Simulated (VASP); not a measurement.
# Bi (P6/mmm) in VASP: a series of runs, part 2 of 2

VASP 6.6.1. Earlier steps stand in the parts before.

### 4 Single point, RPBE (34.25 Å³/atom)

This run uses another cell than the first one, of 34.25 Å³/atom.

The input, INCAR:

```
  PREC = Accurate
  ENCUT = 520
  EDIFF = 1E-7
  ISMEAR = -1
  SIGMA = 0.1
  LREAL = F
  LASPH = T
  NELM = 60
  ALGO = Normal
  ISIF = 2
  LWAVE = F
  LCHARG = F
  GGA = RP
  NBANDS = 30
```

The input, KPOINTS:

```
regular mesh
0
Gamma
  7 7 10
```

The input, POSCAR:

```
Bi
1.0
    5.8672274900      0.0000000000      0.0000000000
   -2.9336137450      5.0811680561      0.0000000000
    0.0000000000      0.0000000000      3.4467851053
Bi
3
Direct
    1.0000000000      1.0000000000      0.0000000000
    0.3333333333      0.6666666667      0.5000000000
    0.6666666667      0.3333333333      0.5000000000
```

Potentials or basis: VASP PAW PBE potentials, release 64 (Bi_d).

Command:

```bash
$ cat potpaw_PBE.64/Bi_d/POTCAR > POTCAR
$ mpirun -np 1 vasp_std > vasp.out
```

OUTCAR:

```text
PREC = Accurate
   ENCUT = 520
   EDIFF = 1E-7
   ISMEAR = -1
   LREAL = F
   LASPH = T
   NELM = 60
   ISIF = 2
   GGA = RP

 ion  position               nearest neighbor table
   1  0.000  0.000  0.000-   2 3.80   3 3.80   2 3.80   3 3.80   2 3.80   2 3.80   3 3.80   3 3.80
                             3 3.80   3 3.80   2 3.80   2 3.80
   2  0.333  0.667  0.500-   3 3.39   3 3.39   3 3.39   1 3.80   1 3.80   1 3.80   1 3.80   1 3.80
                             1 3.80
   3  0.667  0.333  0.500-   2 3.39   2 3.39   2 3.39   1 3.80   1 3.80   1 3.80   1 3.80   1 3.80
                             1 3.80

  LATTYP: Found a hexagonal cell.
[... 982 lines left out ...]
     30      14.0714      0.00000

 [... further k-points ...]
[... 5 lines left out ...]
  --------------------------------------------------------------------------------------
  -------------------------------------------------------------------------------------
  Total       -1.1084071     -1.1084071     -0.9735067      0.0000000      0.0000000      0.0000000
  in kB      -17.2822064    -17.2822064    -15.1788491      0.0000000      0.0000000      0.0000000
  external PRESSURE =     -16.5810873 kB  Pullay stress =       0.0000000 kB

 VOLUME and BASIS-vectors are now :
 -----------------------------------------------------------------------------
  energy-cutoff  :      520.00
  volume of cell :      102.76
      direct lattice vectors                 reciprocal lattice vectors
     5.867227490  0.000000000  0.000000000     0.170438252  0.098402571  0.000000000
    -2.933613745  5.081168056  0.000000000     0.000000000  0.196805142  0.000000000
     0.000000000  0.000000000  3.446785105     0.000000000  0.000000000  0.290125427

 POSITION                                       TOTAL-FORCE (eV/Angst)
 -----------------------------------------------------------------------------------
      0.00000      0.00000      0.00000         0.000000      0.000000      0.000000
     -0.00000      3.38745      1.72339         0.000000      0.000000      0.000000
      2.93361      1.69372      1.72339        -0.000000      0.000000      0.000000
 -----------------------------------------------------------------------------------
    total drift:                               -0.000000      0.000000     -0.000000

  FREE ENERGIE OF THE ION-ELECTRON SYSTEM (eV)
  ---------------------------------------------------
  free  energy   TOTEN  =       -10.0782396953 eV

  energy  without entropy=      -10.0019083924  energy(sigma->0) =      -10.04007404
```

OSZICAR:

```text
N       E                     dE             d eps       ncg     rms          rms(c)
DAV:   1     0.502334743201E+03    0.50233E+03   -0.23196E+04  2880   0.178E+03
DAV:   2     0.384280171875E+02   -0.46391E+03   -0.45490E+03  2916   0.498E+02
DAV:   3    -0.806555233221E+01   -0.46494E+02   -0.45519E+02  3416   0.174E+02
DAV:   4    -0.996690682319E+01   -0.19014E+01   -0.18975E+01  3352   0.376E+01
DAV:   5    -0.100737202936E+02   -0.10681E+00   -0.10681E+00  4406   0.804E+00    0.826E-01
DAV:   6    -0.100724685194E+02    0.12518E-02   -0.32338E-02  3396   0.231E+00    0.525E-01
DAV:   7    -0.100772934387E+02   -0.48249E-02   -0.26743E-02  3348   0.158E+00    0.188E-01
DAV:   8    -0.100781233081E+02   -0.82987E-03   -0.16121E-03  3480   0.382E-01    0.587E-02
DAV:   9    -0.100782342491E+02   -0.11094E-03   -0.35823E-04  4018   0.193E-01    0.155E-02
DAV:  10    -0.100782376494E+02   -0.34003E-05   -0.10469E-05  3616   0.278E-02    0.626E-03
DAV:  11    -0.100782396775E+02   -0.20281E-05   -0.36668E-06  3424   0.125E-02    0.864E-04
DAV:  12    -0.100782396953E+02   -0.17726E-07   -0.22719E-07  2624   0.538E-03
   1 F= -.10078240E+02 E0= -.10040074E+02  d E =-.763313E-01
```

stdout:

```text
POSCAR found type information on POSCAR Bi
 POSCAR found :  1 types and       3 ions
 scaLAPACK will be used
 -----------------------------------------------------------------------------
|                                                                             |
|                                                                             |
|     You enforced a specific xc type in the INCAR file but a different       |
|     I HOPE YOU KNOW WHAT YOU ARE DOING!                                     |
|                                                                             |
 -----------------------------------------------------------------------------

 LDA part: xc-table for (Slater+PW92), standard interpolation
 POSCAR, INCAR and KPOINTS ok, starting setup
 FFT: planning ... GRIDC
 FFT: planning ... GRID_SOFT
 FFT: planning ... GRID
 WAVECAR not read
 entering main loop
```

Run time: 66 s. Hardware: 1 thread of Intel Xeon 6975P-C (Granite Rapids), shared host; peak memory 0.28 GiB.

What came out:

| Quantity | Value |
| --- | --- |
| Free energy | -10.0782 eV |
| Pressure | -1.7 GPa |
| Band gap on the k mesh | zero (an odd number of electrons rules out a gap without spin polarisation) |

Stress tensor (GPa, compression positive):
```
-1.73  0.00  0.00
 0.00 -1.73  0.00
 0.00  0.00 -1.52
```

Caveat: the PAW data sets were made with another functional, which shifts forces and pressure a little; spin-orbit coupling is left out, which moves the levels of the heavy elements.

### 5 Single point, RPBE (35.57 Å³/atom)

This run uses another cell than the first one, of 35.57 Å³/atom.

The input, INCAR:

```
PREC     = Accurate       # precision mode
ENCUT    = 520            # plane-wave cutoff, eV
EDIFF    = 1E-6           # SCF threshold, eV
ISMEAR   = -1             # smearing method
SIGMA    = 0.1            # smearing width, eV
LREAL    = F              # projectors in reciprocal space
LASPH    = T              # aspherical terms in the spheres
NELM     = 60             # most SCF steps
ALGO     = Normal         # electronic algorithm
ISIF     = 2              # what is computed and relaxed
LWAVE    = F              # write WAVECAR
LCHARG   = F              # write CHGCAR
GGA      = RP             # functional
NBANDS   = 30             # bands
```

KPOINTS is that of step 4.

The input, POSCAR:

```
Bi
1.0
    5.9415040775      0.0000000000      0.0000000000
   -2.9707520388      5.1454934677      0.0000000000
    0.0000000000      0.0000000000      3.4904199287
Bi
3
Direct
    1.0000000000      1.0000000000      0.0000000000
    0.3333333333      0.6666666667      0.5000000000
    0.6666666667      0.3333333333      0.5000000000
```

Potentials or basis: VASP PAW PBE potentials, release 64 (Bi_d).

Command:

```bash
$ cat potpaw_PBE.64/Bi_d/POTCAR > POTCAR
$ mpirun -np 1 vasp_std > vasp.out
```

OUTCAR:

```text
PREC = Accurate
   ENCUT = 520
   EDIFF = 1E-6
   ISMEAR = -1
   LREAL = F
   LASPH = T
   NELM = 60
   ISIF = 2
   GGA = RP

 ion  position               nearest neighbor table
   1  0.000  0.000  0.000-   2 3.85   3 3.85   2 3.85   3 3.85   2 3.85   2 3.85   3 3.85   3 3.85
                             3 3.85   3 3.85   2 3.85   2 3.85
   2  0.333  0.667  0.500-   3 3.43   3 3.43   3 3.43   1 3.85   1 3.85   1 3.85   1 3.85   1 3.85
                             1 3.85
   3  0.667  0.333  0.500-   2 3.43   2 3.43   2 3.43   1 3.85   1 3.85   1 3.85   1 3.85   1 3.85
                             1 3.85

  LATTYP: Found a hexagonal cell.
 ALAT       =     5.9415040775
 C/A-ratio  =     0.5874640298

  Lattice vectors:

 A1 = (   5.9415040775,   0.0000000000,   0.0000000000)
 A2 = (  -2.9707520388,   5.1454934677,   0.0000000000)
 A3 = (   0.0000000000,   0.0000000000,   3.4904199287)

Analysis of symmetry for initial positions (statically):
=====================================================================
 Subroutine PRICEL returns:
 Original cell was already a primitive cell.

 Routine SETGRP: Setting up the symmetry group for a
 hexagonal supercell.

 Subroutine GETGRP returns: Found 24 space group operations
 (whereof 24 operations were pure point group operations)
 out of a pool of 24 trial point group operations.

The static configuration has the point symmetry D_6h.

Analysis of symmetry for dynamics (positions and initial velocities):
=====================================================================
 Subroutine PRICEL returns:
 Original cell was already a primitive cell.

 Routine SETGRP: Setting up the symmetry group for a
 hexagonal supercell.

 Subroutine GETGRP returns: Found 24 space group operations
 (whereof 24 operations were pure point group operations)
 out of a pool of 24 trial point group operations.

[... 112 lines left out ...]
   PSTRESS=    0.0 pullay stress
   NELECT =      45.0000    total number of electrons
   NUPDOWN=      -1.0000    fix difference up-down
   EMIN   =  10.00;   EMAX   =-10.00  energy-range for DOS
   EFERMI =   0.00;   METHOD = LEGACY
   ISMEAR =    -1;   SIGMA  =   0.10  broadening in eV -4-tet -1-fermi 0-gaus
   EFERMI_NEDOS =   21; number of points for ismear=-14 and -15
   IALGO  =     38    algorithm
   IMIX   =      4    mixing-type and parameters
     AMIX     =   0.40;   BMIX     =  1.00
     AMIX_MAG =   1.60;   BMIX_MAG =  1.00
  volume/ion in A,a.u.               =      35.57       240.04
  Fermi-wavevector in a.u.,A,eV,Ry     =   1.227661  2.319944 20.506058  1.507153
  Thomas-Fermi vector in A             =   2.362616
   LORBIT       =      0    0 simple, 1 ext, 2 COOP (PROOUT), +10 PAW based schemes
   GGA     = RP    functional components
   LHFCALC =     F    Hartree Fock is set to
   AEXX    =    0.0000 exact exchange contribution
   IVDW    =     0    specifies the selected vdW correction
   LEPSILON=     F    determine dielectric tensor
   LRPA    =     F    only Hartree local field effects (RPA)
 non-spin polarized calculation
  energy-cutoff  :      520.00
  volume of cell :      106.71
 maximum number of plane-waves:      2895
 NGX is ok and might be reduce to    48
   NGX = 23   NGY = 23   NGZ = 13

 number of electron      45.0000014 magnetization

 Free energy of the ion-electron system (eV)
  ---------------------------------------------------
  ext. energy  EPLUGINS =         0.00000000
  ---------------------------------------------------
  free energy    TOTEN  =       -10.02204176 eV

  energy without entropy =       -9.94373956  energy(sigma->0) =       -9.98289066

 E-fermi :   6.4500     XC(G=0):  -9.5732

 val. band max:        6.4444469244   @ k =   0.1429   0.1429   0.3000
 cond. band min:       6.4727490688   @ k =   0.0000   0.0000   0.3000
 fundamental gap:      0.0283021444
 Fermi energy:         6.4500268922

 k-point     1 :       0.0000    0.0000    0.0000
  band No.  band energies     occupation
      1     -16.6192      2.00000
      2     -16.5929      2.00000
      3     -16.5506      2.00000
      4     -16.5506      2.00000
      5     -16.5322      2.00000
      6     -16.5259      2.00000
[... 781 lines left out ...]
     29      13.4203      0.00000
     30      13.5525      0.00000

 [... further k-points ...]
[... 5 lines left out ...]
  --------------------------------------------------------------------------------------
  -------------------------------------------------------------------------------------
  Total       -2.0049143     -2.0049143     -1.9789990      0.0000000      0.0000000      0.0000000
  in kB      -30.1026881    -30.1026881    -29.7135839      0.0000000      0.0000000      0.0000000
  external PRESSURE =     -29.9729867 kB  Pullay stress =       0.0000000 kB

 VOLUME and BASIS-vectors are now :
 -----------------------------------------------------------------------------
  energy-cutoff  :      520.00
  volume of cell :      106.71
      direct lattice vectors                 reciprocal lattice vectors
     5.941504078  0.000000000  0.000000000     0.168307551  0.097172410  0.000000000
    -2.970752039  5.145493468  0.000000000     0.000000000  0.194344820  0.000000000
     0.000000000  0.000000000  3.490419929     0.000000000  0.000000000  0.286498479

 POSITION                                       TOTAL-FORCE (eV/Angst)
 -----------------------------------------------------------------------------------
      0.00000      0.00000      0.00000         0.000000      0.000000      0.000000
     -0.00000      3.43033      1.74521        -0.000000      0.000000      0.000000
      2.97075      1.71516      1.74521         0.000000     -0.000000      0.000000
 -----------------------------------------------------------------------------------
    total drift:                               -0.000000      0.000000     -0.000000

  FREE ENERGIE OF THE ION-ELECTRON SYSTEM (eV)
  ---------------------------------------------------
  free  energy   TOTEN  =       -10.0220417568 eV

  energy  without entropy=       -9.9437395578  energy(sigma->0) =       -9.98289066
```

It took 63 s on 1 thread of Intel Xeon 6975P-C (Granite Rapids), shared host; peak memory 0.28 GiB.

What came out:

| Property | Result |
| --- | --- |
| Free energy | -10.0220 eV |
| Pressure | -3.0 GPa |
| Band gap on the k mesh | zero (an odd number of electrons rules out a gap without spin polarisation) |

Caveat: the PAW data sets were made with another functional, which shifts forces and pressure a little; spin-orbit coupling is left out, which moves the levels of the heavy elements.

### 6 Single point, RPBE (36.89 Å³/atom)

This run uses another cell than the first one, of 36.89 Å³/atom.

The input, INCAR:

```
PREC = Accurate
ENCUT = 520
EDIFF = 1E-6
ISMEAR = -1
SIGMA = 0.1
LREAL = False
LASPH = True
NELM = 100
ALGO = Normal
ISIF = 2
LWAVE = False
LCHARG = False
GGA = RP
NBANDS = 30
```

The input, KPOINTS:

```
Automatic mesh
0
Gamma
  7 7 10
```

The input, POSCAR:

```
Bi
1.0
    6.0139685860      0.0000000000      0.0000000000
   -3.0069842930      5.2082495730      0.0000000000
    0.0000000000      0.0000000000      3.5329902209
Bi
3
Direct
    1.0000000000      1.0000000000      0.0000000000
    0.3333333333      0.6666666667      0.5000000000
    0.6666666667      0.3333333333      0.5000000000
```

Potentials or basis: VASP PAW PBE potentials, release 64 (Bi_d).

Command:

```bash
$ cat potpaw_PBE.64/Bi_d/POTCAR > POTCAR
$ mpirun -np 1 vasp_std > vasp.out
```

OUTCAR:

```text
PREC = Accurate
   ENCUT = 520
   EDIFF = 1E-6
   ISMEAR = -1
   LREAL = False
   LASPH = True
   NELM = 100
   ISIF = 2
   GGA = RP

 ion  position               nearest neighbor table
   1  0.000  0.000  0.000-   2 3.90   3 3.90   2 3.90   3 3.90   2 3.90   2 3.90   3 3.90   3 3.90
                             3 3.90   3 3.90   2 3.90   2 3.90
   2  0.333  0.667  0.500-   3 3.47   3 3.47   3 3.47   1 3.90   1 3.90   1 3.90   1 3.90   1 3.90
                             1 3.90
   3  0.667  0.333  0.500-   2 3.47   2 3.47   2 3.47   1 3.90   1 3.90   1 3.90   1 3.90   1 3.90
                             1 3.90

[... 984 lines left out ...]

 [... further k-points ...]
[... 5 lines left out ...]
  --------------------------------------------------------------------------------------
  -------------------------------------------------------------------------------------
  Total       -2.7917301     -2.7917301     -2.8430460     -0.0000000      0.0000000      0.0000000
  in kB      -40.4192860    -40.4192860    -41.1622487     -0.0000000      0.0000000      0.0000000
  external PRESSURE =     -40.6669402 kB  Pullay stress =       0.0000000 kB

 VOLUME and BASIS-vectors are now :
 -----------------------------------------------------------------------------
  energy-cutoff  :      520.00
  volume of cell :      110.66
      direct lattice vectors                 reciprocal lattice vectors
     6.013968586  0.000000000  0.000000000     0.166279552  0.096001544  0.000000000
    -3.006984293  5.208249573  0.000000000     0.000000000  0.192003088  0.000000000
     0.000000000  0.000000000  3.532990221     0.000000000  0.000000000  0.283046354

 POSITION                                       TOTAL-FORCE (eV/Angst)
 -----------------------------------------------------------------------------------
      0.00000      0.00000      0.00000         0.000000      0.000000      0.000000
     -0.00000      3.47217      1.76650        -0.000000      0.000000      0.000000
      3.00698      1.73608      1.76650         0.000000     -0.000000     -0.000000
 -----------------------------------------------------------------------------------
    total drift:                               -0.000000      0.000000     -0.000000

  FREE ENERGIE OF THE ION-ELECTRON SYSTEM (eV)
  ---------------------------------------------------
  free  energy   TOTEN  =        -9.9362160761 eV

  energy  without entropy=       -9.8556173375  energy(sigma->0) =       -9.89591671
```

OSZICAR:

```text
N       E                     dE             d eps       ncg     rms          rms(c)
DAV:   1     0.496026792985E+03    0.49603E+03   -0.23253E+04  2880   0.174E+03
DAV:   2     0.392124266334E+02   -0.45681E+03   -0.44789E+03  2886   0.487E+02
DAV:   3    -0.789854515246E+01   -0.47111E+02   -0.46057E+02  3414   0.174E+02
DAV:   4    -0.982194012274E+01   -0.19234E+01   -0.19193E+01  3352   0.377E+01
DAV:   5    -0.992929117731E+01   -0.10735E+00   -0.10735E+00  4366   0.804E+00    0.877E-01
DAV:   6    -0.992837225379E+01    0.91892E-03   -0.36777E-02  3402   0.265E+00    0.560E-01
DAV:   7    -0.993462143990E+01   -0.62492E-02   -0.32313E-02  3312   0.169E+00    0.226E-01
DAV:   8    -0.993604020883E+01   -0.14188E-02   -0.23034E-03  3596   0.474E-01    0.739E-02
DAV:   9    -0.993619940847E+01   -0.15920E-03   -0.64646E-04  4036   0.262E-01    0.206E-02
DAV:  10    -0.993621158960E+01   -0.12181E-04   -0.17574E-05  3556   0.347E-02    0.840E-03
DAV:  11    -0.993621595497E+01   -0.43654E-05   -0.64931E-06  2846   0.227E-02    0.117E-03
DAV:  12    -0.993621607610E+01   -0.12113E-06   -0.56838E-07  1932   0.954E-03
   1 F= -.99362161E+01 E0= -.98959167E+01  d E =-.805987E-01
```

Run time: 78 s. Hardware: 1 thread of Intel Xeon 6975P-C (Granite Rapids), shared host; peak memory 0.3 GiB.

What came out:

| Item | Value |
| --- | --- |
| Free energy | -9.9362 eV |
| Pressure | -4.1 GPa |
| Band gap on the k mesh | zero (an odd number of electrons rules out a gap without spin polarisation) |

Caveat: the cell stands under tension; the PAW data sets were made with another functional, which shifts forces and pressure a little; spin-orbit coupling is left out, which moves the levels of the heavy elements.

### 7 Summary

```csv
cell,gap on the mesh (eV),pressure (GPa)
"a = 5.713, b = 5.713, c = 3.356 Å, angles 90.0, 90.0, 120.0°, 3 atoms",none,2.1
"a = 5.791, b = 5.791, c = 3.402 Å, angles 90.0, 90.0, 120.0°, 3 atoms",none,0.0
"a = 5.867, b = 5.867, c = 3.447 Å, angles 90.0, 90.0, 120.0°, 3 atoms",none,-1.7
"a = 5.942, b = 5.942, c = 3.490 Å, angles 90.0, 90.0, 120.0°, 3 atoms",none,-3.0
"a = 6.014, b = 6.014, c = 3.533 Å, angles 90.0, 90.0, 120.0°, 3 atoms",none,-4.1
```

Alike in all rows: task single point; level RPBE; potentials or basis VASP PAW PBE potentials, release 64 (Bi_d); no spin polarisation; k mesh 7 × 7 × 10; cutoff (eV) 520; smearing fermi-dirac 0.1 eV.

Caveats: the PAW data sets were made with another functional, which shifts forces and pressure a little; spin-orbit coupling is left out, which moves the levels of the heavy elements; the cell stands under tension (at least some runs).

Absolute energies hang on the potentials; compare differences alone.
